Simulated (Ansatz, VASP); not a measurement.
Two plane-wave programs on LiRu

Contents of INCAR:

```
  PREC = Accurate
  ENCUT = 600
  EDIFF = 1E-7
  ISMEAR = 0
  SIGMA = 0.1
  LREAL = F
  LASPH = T
  NELM = 60
  ALGO = Normal
  ISIF = 3
  LWAVE = F
  LCHARG = F
  GGA = PE
  IBRION = 2
  NSW = 90
  EDIFFG = -0.04
```

File KPOINTS:

```
Automatic mesh
0
Gamma
  6 6 6
```

File POSCAR:

```
LiRu
1.0
    2.7158355317      0.0000000000      0.0000000000
    0.0000000000      2.7158355317      0.0000000000
    0.0000000000      0.0000000000      3.5596844291
Li Ru
1 1
Direct
    0.5000000000      0.5000000000      0.5000000000
    0.0000000000      0.0000000000      0.0000000000
```

Input for Ansatz:

```yaml
crystal:
  lattice:
    - [2.7158355317, 0.0, 0.0]
    - [0.0, 2.7158355317, 0.0]
    - [0.0, 0.0, 3.5596844291]
  atoms:
    - { symbol: Li, position: [0.5, 0.5, 0.5] }
    - { symbol: Ru, position: [0.0, 0.0, 0.0] }
basis:
  ecutwfc: 420
kpoints:
  mp_grid: { grid: [6, 6, 6] }
hamiltonian:
  xc: pbe
scf:
  occupations: { method: gaussian, width: 0.1 }
  lower_state_search: "off"
output:
  forces: true
  stress: true
  eigenvalues: true
relax:
  adjacent_minimum: "off"
  f_tol: 0.04
  max_steps: 70
  cell: { stress_tol: 0.4 }
```

Alike in both runs: task relaxation of cell and atoms; functional PBE; k mesh 6 × 6 × 6; occupations gaussian, width 0.1 eV; no spin polarisation.

|  | VASP | Ansatz |
| --- | --- | --- |
| version | VASP 6.6.1 | Ansatz 0.2.0 |
| potentials or method | VASP PAW PBE potentials, release 64 (Li_sv, Ru_pv), cutoff 600 eV | scalar-relativistic, plane waves, PAW |
| valence electrons in the cell | 17 | 19 |

|  | VASP | Ansatz | Ansatz less VASP |
| --- | --- | --- | --- |
| gap on the k mesh at the Fermi level, each at its own relaxed structure (eV) | none | none | - |
| relaxed volume (Å³/atom) | 13.46 | 13.57 | +0.104 |
| relaxed cell length with the largest relative difference (Å) | 4.340 | 4.379 | +0.0389 |

A gap of «none» marks a metal or a gap that the smearing closes. VASP's potentials hold 17 valence electrons a cell and Ansatz's 19, so a difference there can come from the potentials and not from the codes.

The k mesh is coarse, so the values compare programs but aren't converged. Noted on VASP's run: the cutoff is short for stress, so the pressure is rough.
